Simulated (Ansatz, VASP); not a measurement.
## Two plane-wave programs on Tc

```
Tc
1.0
     2.75772    0.00000    0.00000
     1.37886    2.38825    0.00000
     1.37886    0.79608    2.25167
Tc
1
Direct
  0.00000 0.00000 0.00000
```

Alike in both runs: task single point; functional PBE; k mesh 12 × 12 × 12; occupations gaussian, width 0.05 eV; no spin polarisation.

|  | VASP | Ansatz |
| --- | --- | --- |
| version | VASP 6.6.1 | Ansatz 0.2.0 |
| potentials or method | VASP PAW PBE potentials, release 64 (Tc_pv) | Ansatz PAW earlier set |
| plane-wave cutoff (eV) | 500 | 500 |
| valence electrons in the cell | 13 | 15 |

VASP gave:

```
gap on the k mesh at the Fermi level (eV) : none
pressure (GPa)                            : -7.0
```

Problem. Which values does Ansatz return?

Solution. gap on the k mesh at the Fermi level (eV): none; pressure (GPa): -6.2.

A gap of «none» marks a metal or a gap that the smearing closes. VASP's potentials hold 13 valence electrons a cell and Ansatz's 15, so a difference there can come from the potentials and not from the codes.
